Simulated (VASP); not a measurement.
Input of a VASP 6.6.1 run:

INCAR

```
  PREC = Accurate
  ENCUT = 520
  EDIFF = 1E-6
  ISMEAR = 0
  SIGMA = 0.1
  LREAL = False
  LASPH = True
  NELM = 100
  ALGO = Normal
  ISIF = 2
  LWAVE = False
  LCHARG = False
  GGA = PS
  NBANDS = 26
```

The input KPOINTS:

```
Automatic mesh
0
Gamma
  12 12 8
```

POSCAR

```
HgTe
1.0
    3.2556397153      3.2556397153      0.0000000000
   -3.2556397153      3.2556397153      0.0000000000
    0.0000000000      0.0000000000      6.9019561965
Hg Te
2 2
Direct
    0.0000000000      0.0000000000      0.0000000000
    0.5000000000      0.5000000000      0.5000000000
    0.5000000000      0.0000000000      0.7500000000
    0.0000000000      0.5000000000      0.2500000000
```

Potentials or basis: VASP PAW PBE potentials, release 64 (Hg, Te).

Run with:

```bash
$ cat potpaw_PBE.64/Hg/POTCAR potpaw_PBE.64/Te/POTCAR > POTCAR
$ mpirun -np 1 vasp_std > vasp.out
```

Problem. Predict the pressure.

Solution. -2.1 GPa.

Problem. What does it give for the band gap on the k mesh?

Solution. Zero (filled and empty bands touch).

Stress tensor (GPa, compression positive):
```
-1.73  0.00  0.00
 0.00 -1.73  0.00
 0.00  0.00 -2.84
```

Caveat: the cell differs from its parent crystal (strain along c alone, the other axes held: +6.0 %); semilocal functionals underestimate gaps, and a narrow one can read as zero; the PAW data sets were made with another functional, which shifts forces and pressure a little; spin-orbit coupling is left out, which moves the levels of the heavy elements.
